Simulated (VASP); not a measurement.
A run of VASP 6.6.1 is set up as follows.

The input INCAR:

```
SYSTEM = Pd
  PREC = Accurate
  ENCUT = 520
  EDIFF = 1E-6
  ISMEAR = -1
  SIGMA = 0.2
  LREAL = .FALSE.
  LASPH = .TRUE.
  NELM = 150
  ALGO = Normal
  ISIF = 2
  LWAVE = .FALSE.
  LCHARG = .FALSE.
  ISPIN = 2
  MAGMOM = 0.288
  LORBIT = 11
  LMAXMIX = 4
  GGA = PE
  NBANDS = 15
```

File KPOINTS:

```
Automatic mesh
0
G
  14 14 14
  0 0 0
```

File POSCAR:

```
Pd
1.0
    0.0000000000      1.9737080107      1.9737080107
    1.9737080107      0.0000000000      1.9737080107
    1.9737080107      1.9737080107      0.0000000000
Pd
1
Direct
    0.0000000000      0.0000000000      0.0000000000
```

Potentials or basis: VASP PAW PBE potentials, release 64 (Pd).

The run is started by

```bash
$ cat potpaw_PBE.64/Pd/POTCAR > POTCAR
$ mpirun -np 1 vasp_std > vasp.out
```

Task: Estimate the pressure.

Result: 0.2 GPa.

Task: What does it give for the band gap on the k mesh?

Result: Zero (filled and empty bands overlap).

Task: Predict the net moment.

Result: 0.00 μB per cell.
